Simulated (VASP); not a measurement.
# HfN (WC type) (P-6m2) in VASP: notebook

The runs below take HfN (WC type) through single point, with PBE.

Everything below comes from runs of VASP 6.6.1. Logs are shortened: lines on timing, memory, paths and dates and some standing lists are left out, and cuts for length are marked.

**1. The cell of the first run**

Symmetry: P-6m2, No. 187, hexagonal system. The conventional cell has a = 2.859 Å, b = 2.859 Å, c = 2.740 Å, α = 90.00°, β = 90.00°, γ = 120.00°. Within 2.9 Å of Hf (site symmetry -6m2) lie 6 N at 2.15 Å and 8 Hf at 2.74 to 2.86 Å. Within 2.9 Å of N (site symmetry -6m2) lie 6 Hf at 2.15 Å and 8 N at 2.74 to 2.86 Å.

**2. Single point, PBE**

Contents of INCAR:

```
SYSTEM = HfN
PREC = Accurate
ENCUT = 520
EDIFF = 1E-6
ISMEAR = -1
SIGMA = 0.1
LREAL = .FALSE.
LASPH = .TRUE.
NELM = 80
ALGO = Normal
ISIF = 2
LWAVE = .FALSE.
LCHARG = .TRUE.
GGA = PE
LELF = .TRUE.
LVHAR = .TRUE.
NBANDS = 14
```

Contents of KPOINTS:

```
Automatic mesh
0
G
  16 16 14
  0 0 0
```

Contents of POSCAR:

```
HfN
1.0
    2.8593162351      0.0000000000      0.0000000000
   -1.4296581175      2.4762404970      0.0000000000
    0.0000000000      0.0000000000      2.7396664471
Hf N
1 1
Direct
    0.0000000000      0.0000000000      0.0000000000
    0.3333333333      0.6666666667      0.5000000000
```

Potentials or basis: VASP PAW PBE potentials, release 64 (Hf_pv, N).

Started as:

```console
> cat potpaw_PBE.64/Hf_pv/POTCAR potpaw_PBE.64/N/POTCAR > POTCAR
> mpirun -np 1 vasp_std > vasp.out
```

OUTCAR:

```text
SYSTEM = HfN
   PREC = Accurate
   ENCUT = 520
   EDIFF = 1E-6
   ISMEAR = -1
   LREAL = .FALSE.
   LASPH = .TRUE.
   NELM = 80
   ISIF = 2
   GGA = PE

 ion  position               nearest neighbor table
   1  0.000  0.000  0.000-   2 2.15   2 2.15   2 2.15   2 2.15   2 2.15   2 2.15
   2  0.333  0.667  0.500-   1 2.15   1 2.15   1 2.15   1 2.15   1 2.15   1 2.15

  LATTYP: Found a hexagonal cell.
 ALAT       =     2.8593162351
 C/A-ratio  =     0.9581544054

  Lattice vectors:

 A1 = (   2.8593162351,   0.0000000000,   0.0000000000)
 A2 = (  -1.4296581175,   2.4762404970,   0.0000000000)
 A3 = (   0.0000000000,   0.0000000000,   2.7396664471)

Analysis of symmetry for initial positions (statically):
=====================================================================
 Subroutine PRICEL returns:
 Original cell was already a primitive cell.

 Routine SETGRP: Setting up the symmetry group for a
 hexagonal supercell.

 Subroutine GETGRP returns: Found 12 space group operations
 (whereof 12 operations were pure point group operations)
 out of a pool of 24 trial point group operations.

The static configuration has the point symmetry D_3h.

Analysis of symmetry for dynamics (positions and initial velocities):
=====================================================================
 Subroutine PRICEL returns:
 Original cell was already a primitive cell.

 Routine SETGRP: Setting up the symmetry group for a
 hexagonal supercell.

 Subroutine GETGRP returns: Found 12 space group operations
 (whereof 12 operations were pure point group operations)
 out of a pool of 24 trial point group operations.

The dynamic configuration has the point symmetry D_3h.

 Subroutine INISYM returns: Found 12 space group operations
 (whereof 12 operations are pure point group operations),
 and found     1 'primitive' translations

----------------------------------------------------------------------------------------

                                     Primitive cell

  volume of cell :      19.3978

  direct lattice vectors                    reciprocal lattice vectors
     2.859316235  0.000000000  0.000000000     0.349733964  0.201918998  0.000000000
    -1.429658118  2.476240497  0.000000000     0.000000000  0.403837996  0.000000000
     0.000000000  0.000000000  2.739666447     0.000000000  0.000000000  0.365007938

  length of vectors
     2.859316235  2.859316235  2.739666447     0.403837996  0.403837996  0.365007938

  position of ions in fractional coordinates (direct lattice)
     0.000000000  0.000000000  0.000000000
     0.333333333  0.666666667  0.500000000
[... 89 lines left out ...]
   NUPDOWN=      -1.0000    fix difference up-down
   EMIN   =  10.00;   EMAX   =-10.00  energy-range for DOS
   EFERMI =   0.00;   METHOD = LEGACY
   ISMEAR =    -1;   SIGMA  =   0.10  broadening in eV -4-tet -1-fermi 0-gaus
   EFERMI_NEDOS =   21; number of points for ismear=-14 and -15
   IALGO  =     38    algorithm
   IMIX   =      4    mixing-type and parameters
     AMIX     =   0.40;   BMIX     =  1.00
     AMIX_MAG =   1.60;   BMIX_MAG =  1.00
  volume/ion in A,a.u.               =       9.70        65.45
  Fermi-wavevector in a.u.,A,eV,Ry     =   1.502638  2.839574 30.720877  2.257921
  Thomas-Fermi vector in A             =   2.613852
   LORBIT       =      0    0 simple, 1 ext, 2 COOP (PROOUT), +10 PAW based schemes
   GGA     = PE    functional components
   LHFCALC =     F    Hartree Fock is set to
   AEXX    =    0.0000 exact exchange contribution
   IVDW    =     0    specifies the selected vdW correction
   LEPSILON=     F    determine dielectric tensor
   LRPA    =     F    only Hartree local field effects (RPA)
 non-spin polarized calculation
  energy-cutoff  :      520.00
  volume of cell :       19.40
 maximum number of plane-waves:       538
 NGX is ok and might be reduce to    24
   NGX = 11   NGY = 11   NGZ = 11

 number of electron      15.0000001 magnetization

 Free energy of the ion-electron system (eV)
  ---------------------------------------------------
  ext. energy  EPLUGINS =         0.00000000
  ---------------------------------------------------
  free energy    TOTEN  =       -20.03167746 eV

  energy without entropy =      -19.99615718  energy(sigma->0) =      -20.01391732

 E-fermi :   8.8867     XC(G=0): -13.6300

 val. band max:        8.8845635441   @ k =   0.3750   0.1875   0.1429
 cond. band min:       8.9115720432   @ k =   0.3125   0.0000   0.5000
 fundamental gap:      0.0270084991
 Fermi energy:         8.8866542088

 k-point     1 :       0.0000    0.0000    0.0000
  band No.  band energies     occupation
      1     -20.5015      2.00000
      2     -20.5015      2.00000
      3     -20.4122      2.00000
      4      -8.4986      2.00000
      5       4.8526      2.00000
      6       4.8526      2.00000
      7       5.8421      2.00000
      8       7.2244      2.00000
      9      12.7725      0.00000
     10      14.9212      0.00000
     11      14.9212      0.00000
     12      16.3783      0.00000
     13      16.3783      0.00000
     14      22.9519      0.00000
[... 377 lines left out ...]
      1     -22.0900      2.00000
      2     -21.1486      2.00000
      3     -20.1531      2.00000
      4      -5.9124      2.00000
      5       1.9848      2.00000
      6       4.9736      2.00000
      7       5.4400      2.00000
      8       8.2989      1.99441
      9      12.1225      0.00000
     10      13.7217      0.00000
     11      16.5961      0.00000
     12      18.7725      0.00000
     13      19.7426      0.00000
     14      22.9645      0.00000

 [... further k-points ...]

------------------------ aborting loop because EDIFF is reached ----------------------------------------

  FORCE on cell =-STRESS in cart. coord.  units (eV):
  Direction    XX          YY          ZZ          XY          YZ          ZX
  --------------------------------------------------------------------------------------
  -------------------------------------------------------------------------------------
  Total        9.6585639      9.6585639      9.5681078      0.0000000      0.0000000      0.0000000
  in kB      797.7566598    797.7566598    790.2853669      0.0000000      0.0000000      0.0000000
  external PRESSURE =     795.2662289 kB  Pullay stress =       0.0000000 kB

 VOLUME and BASIS-vectors are now :
 -----------------------------------------------------------------------------
  energy-cutoff  :      520.00
  volume of cell :       19.40
      direct lattice vectors                 reciprocal lattice vectors
     2.859316235  0.000000000  0.000000000     0.349733964  0.201918998  0.000000000
    -1.429658118  2.476240497  0.000000000     0.000000000  0.403837996  0.000000000
     0.000000000  0.000000000  2.739666447     0.000000000  0.000000000  0.365007938

 POSITION                                       TOTAL-FORCE (eV/Angst)
 -----------------------------------------------------------------------------------
      0.00000      0.00000      0.00000         0.000000      0.000000      0.000000
     -0.00000      1.65083      1.36983        -0.000000     -0.000000      0.000000
 -----------------------------------------------------------------------------------
    total drift:                                0.000000     -0.000000     -0.000000

  FREE ENERGIE OF THE ION-ELECTRON SYSTEM (eV)
  ---------------------------------------------------
  free  energy   TOTEN  =       -20.0316774615 eV

  energy  without entropy=      -19.9961571838  energy(sigma->0) =      -20.01391732
```

OSZICAR:

```text
N       E                     dE             d eps       ncg     rms          rms(c)
DAV:   1     0.416533506073E+02    0.41653E+02   -0.79478E+03  6760   0.103E+03
DAV:   2    -0.212339388153E+02   -0.62887E+02   -0.59178E+02  8524   0.247E+02
DAV:   3    -0.229888773494E+02   -0.17549E+01   -0.17484E+01  8004   0.343E+01
DAV:   4    -0.229938839491E+02   -0.50066E-02   -0.50056E-02  8262   0.212E+00
DAV:   5    -0.229939092044E+02   -0.25255E-04   -0.25255E-04  7986   0.126E-01    0.700E+01
DAV:   6    -0.200028731573E+02    0.29910E+01   -0.61033E+00  8946   0.225E+01    0.519E+01
DAV:   7    -0.200404039868E+02   -0.37531E-01   -0.94137E-01  7680   0.616E+00    0.250E+01
DAV:   8    -0.200370711941E+02    0.33328E-02   -0.48990E-02  8844   0.167E+00    0.437E+00
DAV:   9    -0.200325810738E+02    0.44901E-02   -0.23611E-02  8238   0.116E+00    0.191E+00
DAV:  10    -0.200317113756E+02    0.86970E-03   -0.32426E-03  7950   0.508E-01    0.111E-01
DAV:  11    -0.200316777574E+02    0.33618E-04   -0.14778E-04  8034   0.119E-01    0.222E-02
DAV:  12    -0.200316774615E+02    0.29586E-06   -0.84555E-06  8286   0.248E-02
   1 F= -.20031677E+02 E0= -.20013917E+02  d E =-.355203E-01
```

stdout:

```text
POSCAR found type information on POSCAR HfN
 POSCAR found :  2 types and       2 ions
 scaLAPACK will be used
 LDA part: xc-table for (Slater+PW92), standard interpolation
 POSCAR, INCAR and KPOINTS ok, starting setup
 FFT: planning ... GRIDC
 FFT: planning ... GRID_SOFT
 FFT: planning ... GRID
 WAVECAR not read
 entering main loop
```

Run time: 46 s. Hardware: 1 thread of Intel Xeon 8259CL, shared host; peak memory 0.19 GiB.

What came out:

```yaml
Free_energy: -20.0317 eV
Pressure: 79.5 GPa
Band_gap_on_the_k_mesh: zero (an odd number of electrons rules out a gap without spin polarisation)
```

Caveat: the cell stands under pressure; spin-orbit coupling is left out, which moves the levels of the heavy elements.

**3. Single point, PBE (9.70 Å³/atom)**

Contents of INCAR:

```
ALGO = Normal ; EDIFF = 1E-6
ENCUT = 520 ; GGA = PE
ISIF = 2 ; ISMEAR = -1
LASPH = T ; LCHARG = F
LREAL = F ; LWAVE = F
NBANDS = 14 ; NELM = 80
PREC = Accurate ; SIGMA = 0.1
```

Contents of KPOINTS:

```
k-points
0
Gamma
  16 16 14
```

POSCAR is that of step 2.

Potentials or basis: VASP PAW PBE potentials, release 64 (Hf_pv, N).

Started as:

```console
> cat potpaw_PBE.64/Hf_pv/POTCAR potpaw_PBE.64/N/POTCAR > POTCAR
> mpirun -np 1 vasp_std > vasp.out
```

It took 41 s on 1 thread of Intel Xeon 8259CL, shared host; peak memory 0.19 GiB.

It converged, with:

* Free energy: -20.0317 eV
* Pressure: 79.5 GPa
* Band gap on the k mesh: zero (an odd number of electrons rules out a gap without spin polarisation)

Stress tensor (GPa, compression positive):
```
79.78  0.00  0.00
 0.00 79.78  0.00
 0.00  0.00 79.03
```

Levels at points of the mesh, in eV from the Fermi level:
| k point | band 6 | band 7 | band 8 | band 9 | band 10 | band 11 |
| --- | --- | --- | --- | --- | --- | --- |
| (0.00, 0.00, 0.00) | -4.03 | -3.04 | -1.66 | 3.89 | 6.03 | 6.03 |
| (0.50, 0.00, 0.00) | -4.26 | -2.36 | -2.21 | 6.14 | 6.49 | 7.92 |
| (0.00, 0.00, 0.50) | -3.06 | -3.06 | 1.67 | 1.67 | 4.49 | 5.34 |
| (0.50, 0.00, 0.50) | -5.19 | -5.18 | 1.53 | 6.77 | 8.69 | 10.27 |

Caveat: the cell stands under pressure; spin-orbit coupling is left out, which moves the levels of the heavy elements.

**4. Single point, PBE**

This run uses another cell than the first one, of 10.67 Å³/atom.

Contents of INCAR:

```
SYSTEM = HfN
  PREC = Accurate
  ENCUT = 520
  EDIFF = 1E-6
  ISMEAR = -1
  SIGMA = 0.1
  LREAL = .FALSE.
  LASPH = .TRUE.
  NELM = 60
  ALGO = Normal
  ISIF = 2
  LWAVE = .FALSE.
  LCHARG = .FALSE.
  GGA = PE
  NBANDS = 14
```

Contents of KPOINTS:

```
Automatic mesh
0
G
  16 16 14
  0 0 0
```

Contents of POSCAR:

```
HfN
1.0
    2.9610566207      0.0000000000      0.0000000000
   -1.4805283104      2.5643502556      0.0000000000
    0.0000000000      0.0000000000      2.8100971372
Hf N
1 1
Direct
    0.0000000000      0.0000000000      0.0000000000
    0.3333333333      0.6666666667      0.5000000000
```

Potentials or basis: VASP PAW PBE potentials, release 64 (Hf_pv, N).

Started as:

```console
> cat potpaw_PBE.64/Hf_pv/POTCAR potpaw_PBE.64/N/POTCAR > POTCAR
> mpirun -np 1 vasp_std > vasp.out
```

OUTCAR:

```text
SYSTEM = HfN
   PREC = Accurate
   ENCUT = 520
   EDIFF = 1E-6
   ISMEAR = -1
   LREAL = .FALSE.
   LASPH = .TRUE.
   NELM = 60
   ISIF = 2
   GGA = PE

 ion  position               nearest neighbor table
   1  0.000  0.000  0.000-   2 2.21   2 2.21   2 2.21   2 2.21   2 2.21   2 2.21
   2  0.333  0.667  0.500-   1 2.21   1 2.21   1 2.21   1 2.21   1 2.21   1 2.21

  LATTYP: Found a hexagonal cell.
 ALAT       =     2.9610566207
 C/A-ratio  =     0.9490183732

  Lattice vectors:

 A1 = (   2.9610566207,   0.0000000000,   0.0000000000)
 A2 = (  -1.4805283104,   2.5643502556,   0.0000000000)
 A3 = (   0.0000000000,   0.0000000000,   2.8100971372)

Analysis of symmetry for initial positions (statically):
=====================================================================
 Subroutine PRICEL returns:
 Original cell was already a primitive cell.

 Routine SETGRP: Setting up the symmetry group for a
 hexagonal supercell.

 Subroutine GETGRP returns: Found 12 space group operations
 (whereof 12 operations were pure point group operations)
 out of a pool of 24 trial point group operations.

The static configuration has the point symmetry D_3h.

Analysis of symmetry for dynamics (positions and initial velocities):
=====================================================================
 Subroutine PRICEL returns:
 Original cell was already a primitive cell.

 Routine SETGRP: Setting up the symmetry group for a
 hexagonal supercell.

 Subroutine GETGRP returns: Found 12 space group operations
 (whereof 12 operations were pure point group operations)
 out of a pool of 24 trial point group operations.

The dynamic configuration has the point symmetry D_3h.

 Subroutine INISYM returns: Found 12 space group operations
 (whereof 12 operations are pure point group operations),
 and found     1 'primitive' translations

[... 115 lines left out ...]
  volume/ion in A,a.u.               =      10.67        72.00
  Fermi-wavevector in a.u.,A,eV,Ry     =   1.455649  2.750779 28.829591  2.118915
  Thomas-Fermi vector in A             =   2.572659
   LORBIT       =      0    0 simple, 1 ext, 2 COOP (PROOUT), +10 PAW based schemes
   GGA     = PE    functional components
   LHFCALC =     F    Hartree Fock is set to
   AEXX    =    0.0000 exact exchange contribution
   IVDW    =     0    specifies the selected vdW correction
   LEPSILON=     F    determine dielectric tensor
   LRPA    =     F    only Hartree local field effects (RPA)
 non-spin polarized calculation
  energy-cutoff  :      520.00
  volume of cell :       21.34
 maximum number of plane-waves:       599
 NGX is ok and might be reduce to    24
   NGX = 11   NGY = 11   NGZ = 11

 number of electron      15.0000000 magnetization

 Free energy of the ion-electron system (eV)
  ---------------------------------------------------
  ext. energy  EPLUGINS =         0.00000000
  ---------------------------------------------------
  free energy    TOTEN  =       -20.71729093 eV

  energy without entropy =      -20.67661765  energy(sigma->0) =      -20.69695429

 E-fermi :   7.9679     XC(G=0): -13.1066

 val. band max:        7.9596549626   @ k =   0.1875   0.1250   0.2857
 cond. band min:       7.9698634471   @ k =   0.1875   0.0000   0.5000
 fundamental gap:      0.0102084845
 Fermi energy:         7.9678680972

 k-point     1 :       0.0000    0.0000    0.0000
  band No.  band energies     occupation
      1     -21.8000      2.00000
      2     -21.8000      2.00000
      3     -21.6352      2.00000
      4      -8.8540      2.00000
      5       4.2100      2.00000
      6       4.2100      2.00000
      7       5.3055      2.00000
      8       6.3133      2.00000
      9      11.0434      0.00000
     10      13.4789      0.00000
     11      13.4789      0.00000
     12      14.7676      0.00000
     13      14.7676      0.00000
     14      21.6182      0.00000
[... 377 lines left out ...]
      1     -22.9330      2.00000
      2     -22.2604      2.00000
      3     -21.4591      2.00000
      4      -6.6959      2.00000
      5       1.4252      2.00000
      6       4.4528      2.00000
      7       4.5902      2.00000
      8       7.4576      1.98791
      9      10.9828      0.00000
     10      12.5449      0.00000
     11      14.7736      0.00000
     12      16.8859      0.00000
     13      17.5249      0.00000
     14      21.6299      0.00000

 [... further k-points ...]
[... 5 lines left out ...]
  --------------------------------------------------------------------------------------
  -------------------------------------------------------------------------------------
  Total        4.8865925      4.8865925      4.7858232     -0.0000000     -0.0000000     -0.0000000
  in kB      366.9199475    366.9199475    359.3534690     -0.0000000     -0.0000000     -0.0000000
  external PRESSURE =     364.3977880 kB  Pullay stress =       0.0000000 kB

 VOLUME and BASIS-vectors are now :
 -----------------------------------------------------------------------------
  energy-cutoff  :      520.00
  volume of cell :       21.34
      direct lattice vectors                 reciprocal lattice vectors
     2.961056621  0.000000000  0.000000000     0.337717284  0.194981165  0.000000000
    -1.480528310  2.564350256  0.000000000     0.000000000  0.389962330  0.000000000
     0.000000000  0.000000000  2.810097137     0.000000000  0.000000000  0.355859585

 POSITION                                       TOTAL-FORCE (eV/Angst)
 -----------------------------------------------------------------------------------
      0.00000      0.00000      0.00000         0.000000     -0.000000      0.000000
     -0.00000      1.70957      1.40505         0.000000      0.000000      0.000000
 -----------------------------------------------------------------------------------
    total drift:                                0.000000     -0.000000     -0.000000

  FREE ENERGIE OF THE ION-ELECTRON SYSTEM (eV)
  ---------------------------------------------------
  free  energy   TOTEN  =       -20.7172909318 eV

  energy  without entropy=      -20.6766176450  energy(sigma->0) =      -20.69695429
```

Run time: 52 s. Hardware: 1 thread of Intel Xeon 8259CL, shared host; peak memory 0.2 GiB.

Results:

- Free energy: -20.7173 eV
- Pressure: 36.4 GPa
- Band gap on the k mesh: zero (an odd number of electrons rules out a gap without spin polarisation)

Caveat: the cell stands under pressure; spin-orbit coupling is left out, which moves the levels of the heavy elements.
